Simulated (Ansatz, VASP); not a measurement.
One calculation of CdAu, two programs

The input INCAR:

```
SYSTEM = CdAu
PREC = Accurate ; ENCUT = 600
EDIFF = 1E-7 ; ISMEAR = 0
SIGMA = 0.1 ; LREAL = .False.
LASPH = .True. ; NELM = 80
ALGO = Normal ; ISIF = 3
LWAVE = .False. ; LCHARG = .False.
GGA = CA ; IBRION = 2
NSW = 100 ; EDIFFG = -0.005
```

File KPOINTS:

```
Automatic mesh
0
Gamma
  12 12 12
  0 0 0
```

The input POSCAR:

```
CdAu
1.0
    3.3400000000      0.0000000000      0.0000000000
    0.0000000000      3.3400000000      0.0000000000
    0.0000000000      0.0000000000      3.3400000000
Cd Au
1 1
Direct
    0.5000000000      0.5000000000      0.5000000000
    0.0000000000      0.0000000000      0.0000000000
```

Input for Ansatz:

```yaml
crystal:
  lattice:
    - [3.34, 0.0, 0.0]
    - [0.0, 3.34, 0.0]
    - [0.0, 0.0, 3.34]
  atoms:
    - { symbol: Cd, position: [0.5, 0.5, 0.5] }
    - { symbol: Au, position: [0.0, 0.0, 0.0] }
basis:
  ecutwfc: 420
kpoints:
  mp_grid: { grid: [12, 12, 12] }
hamiltonian:
  xc: lda
scf:
  occupations: { method: gaussian, width: 0.1 }
output:
  forces: true
  stress: true
  eigenvalues: true
  write_density: true
  write_potential: true
  elf: true
  volumetric_format: npy
relax:
  adjacent_minimum: "off"
  f_tol: 0.005
  max_steps: 80
  cell: { stress_tol: 0.05 }
```

Alike in both runs: task relaxation of cell and atoms; functional LDA; k mesh 12 × 12 × 12; occupations gaussian, width 0.1 eV; no spin polarisation.

```csv
,VASP,Ansatz
version,VASP 6.6.1,Ansatz 0.2.0
potentials or method,"VASP PAW LDA potentials, release 64 (Cd, Au), cutoff 600 eV","scalar-relativistic, plane waves, PAW"
valence electrons in the cell,23,39
```

VASP gave:

```
gap on the k mesh at the Fermi level, each at its own relaxed structure (eV) : none
relaxed volume (Å³/atom)                                                     : 17.79
relaxed cell length with the largest relative difference (Å)                 : 3.289
```

Q: What did Ansatz give for the same quantities?

A: gap on the k mesh at the Fermi level, each at its own relaxed structure (eV): none; relaxed volume (Å³/atom): 17.64; relaxed cell length with the largest relative difference (Å): 3.280.

LDA's correlation is that of Perdew and Zunger in VASP and of Perdew and Wang (1992) in Ansatz. A gap of «none» marks a metal or a gap that the smearing closes. VASP's potentials hold 23 valence electrons a cell and Ansatz's 39, so a difference there can come from the potentials and not from the codes.

Spin-orbit coupling is off throughout.
